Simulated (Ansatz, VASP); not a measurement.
One calculation of Pt, two programs

INCAR

```
SYSTEM = Pt
PREC = Accurate
ENCUT = 520
EDIFF = 1E-6
ISMEAR = 0
SIGMA = 0.1
LREAL = .FALSE.
LASPH = .TRUE.
NELM = 60
ALGO = Fast
ISIF = 2
LWAVE = .FALSE.
LCHARG = .TRUE.
GGA = PE
LELF = .TRUE.
LVHAR = .TRUE.
NBANDS = 11
```

File KPOINTS:

```
regular mesh
0
G
  18 18 18
  0 0 0
```

Contents of POSCAR:

```
Pt
1.0
    0.0000000000      1.9028602783      1.9028602783
    1.9028602783      0.0000000000      1.9028602783
    1.9028602783      1.9028602783      0.0000000000
Pt
1
Direct
    0.0000000000      0.0000000000      0.0000000000
```

Input for Ansatz:

```yaml
crystal:
  lattice:
    - [0.0, 1.9028602783, 1.9028602783]
    - [1.9028602783, 0.0, 1.9028602783]
    - [1.9028602783, 1.9028602783, 0.0]
  atoms:
    - { symbol: Pt, position: [0.0, 0.0, 0.0] }
basis:
  ecutwfc: 420
kpoints:
  mp_grid: { grid: [18, 18, 18] }
hamiltonian:
  xc: pbe
scf:
  occupations: { method: gaussian, width: 0.1 }
output:
  forces: true
  stress: true
  eigenvalues: true
  populations: true
```

Alike in both runs: task single point; functional PBE; k mesh 18 × 18 × 18; occupations gaussian, width 0.1 eV; no spin polarisation.

```csv
,VASP,Ansatz
version,VASP 6.6.1,Ansatz 0.2.0
potentials or method,"VASP PAW PBE potentials, release 64 (Pt), cutoff 520 eV","scalar-relativistic, plane waves, PAW"
valence electrons in the cell,10,18
```

VASP gave:

* gap on the k mesh at the Fermi level (eV): none
* pressure (GPa): 43.7

Problem. Which values does Ansatz return?

Solution. gap on the k mesh at the Fermi level (eV): none; pressure (GPa): 44.3.

A gap of «none» marks a metal or a gap that the smearing closes. Both programs put the cell under a high pressure, so it lies far from rest at this level. VASP's potentials hold 10 valence electrons a cell and Ansatz's 18, so a difference there can come from the potentials and not from the codes.

Neither program's run includes spin-orbit coupling.
